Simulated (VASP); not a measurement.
# MoS2 (P6_3/mmc) in VASP: a series of runs

The runs below take MoS2 through single point, with PBEsol.

Program: VASP 6.6.1. These are calculated values, not measurements. Logs are shortened: lines on timing, memory, paths and dates and some standing lists are left out, and cuts for length are marked.

## Step 1: The cell of the first run

It takes space group P6_3/mmc (No. 194, hexagonal). The conventional cell has a = 3.267 Å, b = 3.267 Å, c = 12.319 Å, α = 90.00°, β = 90.00°, γ = 120.00°. Within 3.2 Å of Mo (site symmetry -6m2) lie 6 S at 2.43 Å. Within 3.2 Å of S (site symmetry 3m) lie 3 Mo at 2.43 Å and 1 S at 3.06 Å.

## Step 2: Single point, PBEsol

Contents of INCAR:

```
  PREC = Accurate
  ENCUT = 520
  EDIFF = 1E-6
  ISMEAR = 1
  SIGMA = 0.0644
  LREAL = F
  LASPH = T
  NELM = 100
  ALGO = Normal
  ISIF = 2
  LWAVE = F
  LCHARG = F
  GGA = PS
  NBANDS = 35
```

Contents of KPOINTS:

```
regular mesh
0
Gamma
  12 12 2
```

Contents of POSCAR:

```
MoS2
1.0
    3.2673000000      0.0000000000      0.0000000000
   -1.6336500000      2.8295648018      0.0000000000
    0.0000000000      0.0000000000     12.3189000000
Mo S
2 4
Direct
    0.3333333333      0.6666666667      0.2500000000
    0.6666666667      0.3333333333      0.7500000000
    0.3333333333      0.6666666667      0.6259932117
    0.6666666667      0.3333333333      0.1259932117
    0.3333333333      0.6666666667      0.8740067883
    0.6666666667      0.3333333333      0.3740067883
```

Potentials or basis: VASP PAW PBE potentials, release 64 (Mo_sv, S).

The run is started by

```sh
cat potpaw_PBE.64/Mo_sv/POTCAR potpaw_PBE.64/S/POTCAR > POTCAR
mpirun -np 1 vasp_std > vasp.out
```

OUTCAR:

```text
PREC = Accurate
   ENCUT = 520
   EDIFF = 1E-6
   ISMEAR = 1
   LREAL = F
   LASPH = T
   NELM = 100
   ISIF = 2
   GGA = PS

 ion  position               nearest neighbor table
   1  0.333  0.667  0.250-   4 2.43   6 2.43   4 2.43   6 2.43   4 2.43   6 2.43
   2  0.667  0.333  0.750-   3 2.43   5 2.43   3 2.43   5 2.43   3 2.43   5 2.43
   3  0.333  0.667  0.626-   2 2.43   2 2.43   2 2.43
   4  0.667  0.333  0.126-   1 2.43   1 2.43   1 2.43
   5  0.333  0.667  0.874-   2 2.43   2 2.43   2 2.43
   6  0.667  0.333  0.374-   1 2.43   1 2.43   1 2.43

  LATTYP: Found a hexagonal cell.
 ALAT       =     3.2673000000
 C/A-ratio  =     3.7703608484

  Lattice vectors:

 A1 = (   3.2673000000,   0.0000000000,   0.0000000000)
 A2 = (  -1.6336500000,   2.8295648018,   0.0000000000)
 A3 = (   0.0000000000,   0.0000000000,  12.3189000000)

Analysis of symmetry for initial positions (statically):
=====================================================================
 Subroutine PRICEL returns:
 Original cell was already a primitive cell.

 Routine SETGRP: Setting up the symmetry group for a
 hexagonal supercell.

 Subroutine GETGRP returns: Found 24 space group operations
 (whereof 12 operations were pure point group operations)
 out of a pool of 24 trial point group operations.

The static configuration has the point symmetry D_3d.
 The point group associated with its full space group is D_6h.

Analysis of symmetry for dynamics (positions and initial velocities):
=====================================================================
 Subroutine PRICEL returns:
 Original cell was already a primitive cell.

 Routine SETGRP: Setting up the symmetry group for a
 hexagonal supercell.

 Subroutine GETGRP returns: Found 24 space group operations
 (whereof 12 operations were pure point group operations)
 out of a pool of 24 trial point group operations.

The dynamic configuration has the point symmetry D_3d.
 The point group associated with its full space group is D_6h.

 Subroutine INISYM returns: Found 24 space group operations
 (whereof 12 operations are pure point group operations),
 and found     1 'primitive' translations

----------------------------------------------------------------------------------------

                                     Primitive cell

  volume of cell :     113.8887

  direct lattice vectors                    reciprocal lattice vectors
     3.267300000  0.000000000  0.000000000     0.306063110  0.176705619  0.000000000
    -1.633650000  2.829564802  0.000000000     0.000000000  0.353411238  0.000000000
     0.000000000  0.000000000 12.318900000     0.000000000  0.000000000  0.081176079

  length of vectors
     3.267300000  3.267300000 12.318900000     0.353411238  0.353411238  0.081176079

  position of ions in fractional coordinates (direct lattice)
     0.333333333  0.666666667  0.250000000
     0.666666667  0.333333333  0.750000000
     0.333333333  0.666666667  0.625993212
     0.666666667  0.333333333  0.125993212
     0.333333333  0.666666667  0.874006788
     0.666666667  0.333333333  0.374006788

  ion indices of the primitive-cell ions
   primitive index   ion index
                 1           1
                 2           2
                 3           3
                 4           4
                 5           5
                 6           6

----------------------------------------------------------------------------------------

 KPOINTS: regular mesh

Automatic generation of k-mesh.
 Grid dimensions read from file:
 generate k-points for:   12   12    2

 Generating k-lattice:

  Cartesian coordinates                     Fractional coordinates (reciprocal lattice)
     0.025505259  0.014725468  0.000000000     0.083333333  0.000000000  0.000000000
     0.000000000  0.029450937  0.000000000     0.000000000  0.083333333  0.000000000
     0.000000000  0.000000000  0.040588040     0.000000000  0.000000000  0.500000000

  Length of vectors
     0.029450937  0.029450937  0.040588040

  Shift w.r.t. Gamma in fractional coordinates (k-lattice)
     0.000000000  0.000000000  0.000000000

 Subroutine IBZKPT returns following result:
 ===========================================

 Found     38 irreducible k-points:

 Following reciprocal coordinates:
            Coordinates               Weight
  0.000000  0.000000  0.000000      1.000000
  0.083333 -0.000000  0.000000      6.000000
  0.166667  0.000000  0.000000      6.000000
  0.250000  0.000000  0.000000      6.000000
  0.333333 -0.000000  0.000000      6.000000
  0.416667 -0.000000  0.000000      6.000000
[... 16 lines left out ...]
  0.250000  0.000000  0.500000      6.000000
  0.333333 -0.000000  0.500000      6.000000
 [... further k-points ...]
   k-points           NKPTS =     38   k-points in BZ     NKDIM =     38   number of bands    NBANDS=     35
   number of dos      NEDOS =    301   number of ions     NIONS =      6
   total plane-waves  NPLWV =  55296
   dimension x,y,z NGX =    24 NGY =   24 NGZ =   96
   dimension x,y,z NGXF=    48 NGYF=   48 NGZF=  192
   ions per type =               2   4
   NGX,Y,Z   is equivalent  to a cutoff of  12.21, 12.21, 12.96 a.u.
   NGXF,Y,Z  is equivalent  to a cutoff of  24.42, 24.42, 25.91 a.u.
 SYSTEM =  unknown system
   PREC   = accura    normal or accurate (medium, high low for compatibility)
   ISTART =      0    job   : 0-new  1-cont  2-samecut
   ICHARG =      2    charge: 1-file 2-atom 10-const
   ISPIN  =      1    spin polarized calculation?
   LNONCOLLINEAR =      F non collinear calculations
   LSORBIT =      F    spin-orbit coupling
   LASPH  =      T    aspherical Exc in radial PAW
   ENCUT  =  520.0 eV  38.22 Ry    6.18 a.u.   6.08  6.08 22.90*2*pi/ulx,y,z
   NELM   =    100;   NELMIN=  2; NELMDL= -5     # of ELM steps
   EDIFF  = 0.1E-05   stopping-criterion for ELM
   LREAL  =      F    real-space projection
   EDIFFG = 0.1E-04   stopping-criterion for IOM
   NSW    =      0    number of steps for IOM
   IBRION =     -1    ionic relax: 0-MD 1-quasi-New 2-CG
   NFREE  =      0    steps in history (QN), initial steepest desc. (CG)
   ISIF   =      2    stress and relaxation
   ISYM   =      2    0-nonsym 1-usesym 2-fastsym
   POTIM  = 0.5000    time-step for ionic-motion
   TEBEG  =    0.0;   TEEND  =   0.0 temperature during run
   PSTRESS=    0.0 pullay stress
   NELECT =      52.0000    total number of electrons
   NUPDOWN=      -1.0000    fix difference up-down
   EMIN   =  10.00;   EMAX   =-10.00  energy-range for DOS
   EFERMI =   0.00;   METHOD = LEGACY
   ISMEAR =     1;   SIGMA  =   0.06  broadening in eV -4-tet -1-fermi 0-gaus
   EFERMI_NEDOS =   21; number of points for ismear=-14 and -15
   IALGO  =     38    algorithm
   IMIX   =      4    mixing-type and parameters
     AMIX     =   0.40;   BMIX     =  1.00
     AMIX_MAG =   1.60;   BMIX_MAG =  1.00
  volume/ion in A,a.u.               =      18.98       128.09
  Fermi-wavevector in a.u.,A,eV,Ry     =   1.260615  2.382217 21.621695  1.589150
  Thomas-Fermi vector in A             =   2.394116
   LORBIT       =      0    0 simple, 1 ext, 2 COOP (PROOUT), +10 PAW based schemes
   GGA     = PS    functional components
   LHFCALC =     F    Hartree Fock is set to
   AEXX    =    0.0000 exact exchange contribution
   IVDW    =     0    specifies the selected vdW correction
   LEPSILON=     F    determine dielectric tensor
   LRPA    =     F    only Hartree local field effects (RPA)
 non-spin polarized calculation
 Methfessel and Paxton  Order N= 1 SIGMA  =   0.06
  energy-cutoff  :      520.00
  volume of cell :      113.89
 maximum number of plane-waves:      3114
   NGX = 13   NGY = 13   NGZ = 45

 number of electron      51.9999998 magnetization

 Free energy of the ion-electron system (eV)
  ---------------------------------------------------
  ext. energy  EPLUGINS =         0.00000000
  ---------------------------------------------------
  free energy    TOTEN  =       -46.62870747 eV

  energy without entropy =      -46.62872044  energy(sigma->0) =      -46.62871180

 E-fermi :   6.9214     XC(G=0): -10.6588

 val. band max:        6.8672060598   @ k =   0.0000   0.0000   0.0000
 cond. band min:       7.3259843347   @ k =   0.3333   0.3333   0.0000
 fundamental gap:      0.4587782749
 Fermi energy:         6.9214232603

 k-point     1 :       0.0000    0.0000    0.0000
  band No.  band energies     occupation
      1     -54.8189      2.00000
      2     -54.8189      2.00000
      3     -28.9435      2.00000
      4     -28.9435      2.00000
      5     -28.8249      2.00000
      6     -28.8249      2.00000
[... 27 lines left out ...]
     34       9.0088      0.00000
     35      11.5956      0.00000

 k-point     2 :       0.0833   -0.0000    0.0000
  band No.  band energies     occupation
      1     -54.8172      2.00000
      2     -54.8171      2.00000
      3     -28.9397      2.00000
      4     -28.9397      2.00000
      5     -28.8448      2.00000
      6     -28.8448      2.00000
[... 27 lines left out ...]
     34       8.9063      0.00000
     35      12.0740      0.00000

 k-point     3 :       0.1667    0.0000    0.0000
  band No.  band energies     occupation
      1     -54.8122      2.00000
      2     -54.8122      2.00000
      3     -28.9292      2.00000
      4     -28.9292      2.00000
      5     -28.8989      2.00000
      6     -28.8989      2.00000
[... 27 lines left out ...]
     34       9.2305      0.00000
     35      13.0738      0.00000
[... 723 lines left out ...]
 k-point    23 :       0.2500    0.0000    0.5000
  band No.  band energies     occupation
      1     -54.8055      2.00000
      2     -54.8055      2.00000
      3     -28.9720      2.00000
      4     -28.9720      2.00000
      5     -28.9149      2.00000
      6     -28.9149      2.00000
[... 27 lines left out ...]
     34       9.6247      0.00000
     35      13.8472      0.00000

 k-point    24 :       0.3333   -0.0000    0.5000
  band No.  band energies     occupation
      1     -54.7988      2.00000
      2     -54.7988      2.00000
      3     -29.0442      2.00000
      4     -29.0442      2.00000
      5     -28.9005      2.00000
      6     -28.9005      2.00000
[... 27 lines left out ...]
     34       9.9639      0.00000
     35      13.2580      0.00000

 [... further k-points ...]

------------------------ aborting loop because EDIFF is reached ----------------------------------------

  FORCE on cell =-STRESS in cart. coord.  units (eV):
  Direction    XX          YY          ZZ          XY          YZ          ZX
  --------------------------------------------------------------------------------------
  -------------------------------------------------------------------------------------
  Total       -7.2439902     -7.2439902     -1.0285166      0.0000000     -0.0000000      0.0000000
  in kB     -101.9078993   -101.9078993    -14.4690931      0.0000000     -0.0000000      0.0000000
  external PRESSURE =     -72.7616306 kB  Pullay stress =       0.0000000 kB

 VOLUME and BASIS-vectors are now :
 -----------------------------------------------------------------------------
  energy-cutoff  :      520.00
  volume of cell :      113.89
      direct lattice vectors                 reciprocal lattice vectors
     3.267300000  0.000000000  0.000000000     0.306063110  0.176705619  0.000000000
    -1.633650000  2.829564802  0.000000000     0.000000000  0.353411238  0.000000000
     0.000000000  0.000000000 12.318900000     0.000000000  0.000000000  0.081176079

 POSITION                                       TOTAL-FORCE (eV/Angst)
 -----------------------------------------------------------------------------------
     -0.00000      1.88638      3.07972        -0.000000      0.000000      0.000000
      1.63365      0.94319      9.23917         0.000000     -0.000000      0.000000
     -0.00000      1.88638      7.71155         0.000000      0.000000      0.181313
      1.63365      0.94319      1.55210         0.000000     -0.000000      0.181313
     -0.00000      1.88638     10.76680        -0.000000      0.000000     -0.181313
      1.63365      0.94319      4.60735        -0.000000     -0.000000     -0.181313
 -----------------------------------------------------------------------------------
    total drift:                               -0.000000      0.000000     -0.000000

  FREE ENERGIE OF THE ION-ELECTRON SYSTEM (eV)
  ---------------------------------------------------
  free  energy   TOTEN  =       -46.6287074743 eV

  energy  without entropy=      -46.6287204391  energy(sigma->0) =      -46.62871180
```

Wall time 53 s (1 thread of Intel Xeon 6975P-C (Granite Rapids), shared host); peak memory 0.28 GiB.

Results:

* Free energy: -46.6287 eV
* Pressure: -7.3 GPa
* Largest force: 0.181 eV/Å
* Band gap on the k mesh: 0.46 eV, indirect (least direct gap 1.35 eV)

Forces in eV/Å, atoms in the order of the input:
```
Mo   0.000  0.000  0.000
Mo   0.000  0.000  0.000
S    0.000  0.000  0.181
S    0.000  0.000  0.181
S    0.000  0.000 -0.181
S    0.000  0.000 -0.181
```

Caveat: the PAW data sets were made with another functional, which shifts forces and pressure a little; this functional lacks dispersion, which binds the layers, so the pressure and a relaxed spacing across them are unreliable.

(Continued in part 2 of 2.)
